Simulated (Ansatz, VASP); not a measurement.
**One calculation of Ti3Se, two programs**

```
Ti Se
1.0
     0.00000    3.61823    3.61823
     3.61823    0.00000    3.61823
     3.61823    3.61823    0.00000
Ti Se
3 1
Direct
  0.25000 0.25000 0.25000
  0.50000 0.50000 0.50000
  0.75000 0.75000 0.75000
  0.00000 0.00000 0.00000
```

Change from the starting cell: species swapped into the Eu3Mg type (Fm-3m, No. 225).

Alike in both runs: task relaxation of cell and atoms; functional PBE; k mesh 4 × 4 × 4; occupations gaussian, width 0.1 eV; collinear spin.

|  | VASP | Ansatz |
| --- | --- | --- |
| version | VASP 6.6.1 | Ansatz 0.2.0 |
| potentials or method | VASP PAW PBE potentials, release 64 (Ti_sv, Se), cutoff 600 eV | scalar-relativistic, plane waves, PAW |
| valence electrons in the cell | 42 | 52 |

```tsv
	VASP	Ansatz	Ansatz less VASP
gap on the k mesh at the Fermi level, each at its own relaxed structure (eV)	none	none	-
net moment per atom (μB)	0.14	0.14	-0.001
size of the moment on the site where the two differ most (μB)	0.25	0.24	-0.001
relaxed volume (Å³/atom)	16.25	16.25	0.000
relaxed cell length with the largest relative difference (Å)	4.513	4.513	0.0000
```

Site moments also hang on the region over which each program counts them. A gap of «none» marks a metal or a gap that the smearing closes. VASP's potentials hold 42 valence electrons a cell and Ansatz's 52, so a difference there can come from the potentials and not from the codes.

The k mesh is coarse, so the values compare programs but aren't converged. Noted on VASP's run: the volume moved by over 15 % at a fixed basis, so the end points are rough.
